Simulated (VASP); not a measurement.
## CdBr: single point with PBE

The system is CdBr.

```xyz
2
Lattice="3.3855 0.0000 0.0000 0.0000 3.3855 0.0000 0.0000 0.0000 4.8758" Properties=species:S:1:pos:R:3 pbc="T T T"
Cd    0.0000    0.0000    0.0000
Br    1.6928    1.6928    2.4379
```

```yaml
Program: VASP 6.6.1
Task: single point
Functional: PBE
Potentials_or_basis: VASP PAW PBE potentials, release 64 (Cd, Br)
Cutoff: 520 eV
k_mesh: 8 × 8 × 6
Occupations: fermi-dirac, width 0.05 eV
Spin: no spin polarisation
Dipole_correction: no
Further_INCAR_settings: ALGO = Normal; EDIFF = 1e-07; NBANDS = 16
```

```json
{"Pressure": "-0.5 GPa", "Band gap on the k mesh": "zero (an odd number of electrons rules out a gap without spin polarisation)"}
```

Stress tensor (GPa, compression positive):
```
 2.77  0.00  0.00
 0.00  2.77  0.00
 0.00  0.00 -6.92
```

Levels at points of the mesh, in eV from the Fermi level:
| k point | band 6 | band 7 | band 8 | band 9 | band 10 | band 11 | band 12 | band 13 |
| --- | --- | --- | --- | --- | --- | --- | --- | --- |
| (0.00, 0.00, 0.00) | -7.98 | -3.45 | -3.40 | -0.66 | -0.66 | 6.68 | 6.86 | 8.20 |
| (0.50, 0.00, 0.00) | -7.99 | -4.57 | -2.17 | -0.15 | 0.71 | 0.81 | 3.87 | 8.92 |
| (0.50, 0.50, 0.00) | -7.81 | -3.40 | -3.40 | -1.81 | 0.99 | 3.80 | 3.80 | 6.60 |
| (0.00, 0.00, 0.50) | -7.98 | -5.72 | -0.52 | -0.52 | 0.83 | 3.09 | 8.22 | 8.22 |
| (0.50, 0.00, 0.50) | -7.95 | -4.11 | -3.51 | -1.41 | -0.16 | 3.54 | 7.04 | 8.55 |
| (0.50, 0.50, 0.50) | -7.81 | -2.96 | -2.96 | -1.98 | 1.85 | 2.11 | 2.11 | 3.65 |

Wall time 31 s on 1 thread of AMD EPYC 9R45 96-Core Processor (Zen 5), with other jobs on the host, peak memory 0.17 GiB.

Caveat: an odd number of electrons without spin polarisation forces a metal; a magnetic or distorted state may lie lower.
